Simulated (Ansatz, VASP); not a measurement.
Ru in VASP and in Ansatz

INCAR

```
SYSTEM = Ru
ALGO = Normal ; DIPOL = 0.5 0.5 0.500
EDIFF = 1E-6 ; ENCUT = 520
GGA = CA ; IDIPOL = 3
ISIF = 2 ; ISMEAR = -1
LASPH = .TRUE. ; LCHARG = .TRUE.
LDIPOL = .TRUE. ; LELF = .TRUE.
LREAL = .FALSE. ; LVACPOTAV = .TRUE.
LVHAR = .TRUE. ; LWAVE = .FALSE.
NBANDS = 21 ; NELM = 80
PREC = Accurate ; SIGMA = 0.1
```

The input KPOINTS:

```
k-points
0
G
  14 9 1
  0 0 0
```

POSCAR

```
Ru
1.0
    2.6752164047      0.0000000000      0.0000000000
    0.0000000000      4.2244496840      0.0000000000
    0.0000000000      0.0000000000     16.7723000000
Ru
2
Direct
    0.7500000000      0.7500000000      0.4769778607
    0.2500000000      0.2500000000      0.5230221393
```

Input for Ansatz:

```yaml
crystal:
  lattice:
    - [2.6752164047, 0.0, 0.0]
    - [0.0, 4.224449684, 0.0]
    - [0.0, 0.0, 16.7723]
  atoms:
    - { symbol: Ru, position: [0.75, 0.75, 0.4769778607] }
    - { symbol: Ru, position: [0.25, 0.25, 0.5230221393] }
kpoints:
  mp_grid: { grid: [14, 9, 1] }
scf:
  occupations: { method: fermi_dirac, width: 0.1 }
hamiltonian:
  xc: lda
  pseudopotentials: { kind: paw }
output:
  forces: true
  stress: true
  eigenvalues: true
  populations: true
efield:
  axis: 3
  amplitude: 0
  dipole_correction: true
```

Alike in both runs: task single point; functional LDA; k mesh 14 × 9 × 1; occupations fermi-dirac, width 0.1 eV; no spin polarisation.

```csv
,VASP,Ansatz
version,VASP 6.6.1,Ansatz 0.2.0
potentials or method,"VASP PAW LDA potentials, release 64 (Ru_pv)","PAW with Ansatz's default frozen-core files, scalar-relativistic"
plane-wave cutoff (eV),520,420
valence electrons in the cell,28,32
```

VASP gave:

| Property | Result |
| --- | --- |
| rms of the force components (eV/Å) | 0.224 |

Problem. Estimate Ansatz's values.

Solution. rms of the force components (eV/Å): 0.238.

LDA's correlation is that of Perdew and Zunger in VASP and of Perdew and Wang (1992) in Ansatz. Atom by atom the forces differ by 0.014 eV/Å (rms over components). VASP's potentials hold 28 valence electrons a cell and Ansatz's 32, so a difference there can come from the potentials and not from the codes.
